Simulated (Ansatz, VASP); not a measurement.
# Si in VASP and in Ansatz

The input INCAR:

```
ALGO     = Normal         # electronic algorithm
EDIFF    = 1E-6           # SCF threshold, eV
ENCUT    = 520            # plane-wave cutoff, eV
GGA      = CA             # functional
ISIF     = 2              # what is computed and relaxed
ISMEAR   = 0              # smearing method
LASPH    = True           # aspherical terms in the spheres
LCHARG   = False          # write CHGCAR
LREAL    = False          # projectors in reciprocal space
LWAVE    = False          # write WAVECAR
NBANDS   = 26             # bands
NELM     = 60             # most SCF steps
PREC     = Accurate       # precision mode
SIGMA    = 0.15           # smearing width, eV
```

File KPOINTS:

```
k-points
0
Gamma
  8 8 8
```

POSCAR

```
Si
1.0
   -3.2836945433      3.2836945433      3.2836945433
    3.2836945433     -3.2836945433      3.2836945433
    3.2836945433      3.2836945433     -3.2836945433
Si
8
Direct
    0.2020824632      0.2023783608      0.1886420047
    0.5317463414      0.0329704025      0.3113425117
    0.2721639968      0.5212849167      0.0000000000
    0.0241977808      0.3326833598      0.4990718366
    0.7993833926      0.7560617283      0.8097465505
    0.5098135694     -0.0335239684      0.6911812229
    0.6588034547      0.4543197462      0.0000000000
    0.0018090010      0.7338254541      0.5000158736
```

Input for Ansatz:

```yaml
crystal:
  lattice:
    - [-3.2836945433, 3.2836945433, 3.2836945433]
    - [3.2836945433, -3.2836945433, 3.2836945433]
    - [3.2836945433, 3.2836945433, -3.2836945433]
  atoms:
    - { symbol: Si, position: [0.2020824632, 0.2023783608, 0.1886420047] }
    - { symbol: Si, position: [0.5317463414, 0.0329704025, 0.3113425117] }
    - { symbol: Si, position: [0.2721639968, 0.5212849167, 0.0] }
    - { symbol: Si, position: [0.0241977808, 0.3326833598, 0.4990718366] }
    - { symbol: Si, position: [0.7993833926, 0.7560617283, 0.8097465505] }
    - { symbol: Si, position: [0.5098135694, -0.0335239684, 0.6911812229] }
    - { symbol: Si, position: [0.6588034547, 0.4543197462, 0.0] }
    - { symbol: Si, position: [0.001809001, 0.7338254541, 0.5000158736] }
basis:
  ecutwfc: 420
kpoints:
  mp_grid: { grid: [8, 8, 8] }
hamiltonian:
  xc: lda
scf:
  occupations: { method: gaussian, width: 0.15 }
output:
  forces: true
  stress: true
  eigenvalues: true
```

Change from the starting cell: mode 4 (152.8 1/cm) frozen in, largest displacement -0.300 Å.

Alike in both runs: task single point; functional LDA; k mesh 8 × 8 × 8; occupations gaussian, width 0.15 eV; no spin polarisation.

|  | VASP | Ansatz |
| --- | --- | --- |
| version | VASP 6.6.1 | Ansatz 0.2.0 |
| potentials or method | VASP PAW LDA potentials, release 64 (Si), cutoff 520 eV | scalar-relativistic, plane waves, PAW |
| valence electrons in the cell | 32 | 32 |

|  | VASP | Ansatz | Ansatz less VASP |
| --- | --- | --- | --- |
| gap on the k mesh at the Fermi level (eV) | none | none | - |
| pressure (GPa) | -1.2 | -1.3 | -0.04 |
| traceless stress, the component that is largest in VASP (GPa) | 0.95 | 0.95 | -0.001 |
| rms of the force components (eV/Å) | 0.287 | 0.287 | 0.0000 |

LDA's correlation is that of Perdew and Zunger in VASP and of Perdew and Wang (1992) in Ansatz. Atom by atom the forces differ by 0.004 eV/Å (rms over components). A gap of «none» marks a metal or a gap that the smearing closes.
